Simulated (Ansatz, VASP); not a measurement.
# K in VASP and in Ansatz

```
CELL_PARAMETERS angstrom
-2.69178 2.69178 2.47644
2.69178 -2.69178 2.47644
2.69178 2.69178 -2.47644
ATOMIC_POSITIONS crystal
K 0.00000 0.00000 0.00000
```

Alike in both runs: task single point; functional PBE; k mesh 14 × 14 × 14; occupations gaussian, width 0.15 eV; no spin polarisation.

```csv
,VASP,Ansatz
version,VASP 6.6.1,Ansatz 0.2.0
potentials or method,"VASP PAW PBE potentials, release 64 (K_sv), cutoff 520 eV","scalar-relativistic, plane waves, PAW"
valence electrons in the cell,9,9
```

```tsv
	VASP	Ansatz	Ansatz less VASP
gap on the k mesh at the Fermi level (eV)	none	none	-
pressure (GPa)	0.1	0.1	0.00
traceless stress, the component that is largest in VASP (GPa)	0.07	0.07	0.000
```

A gap of «none» marks a metal or a gap that the smearing closes. With one functional, cell and mesh, what is left measures potentials, basis and numerics.
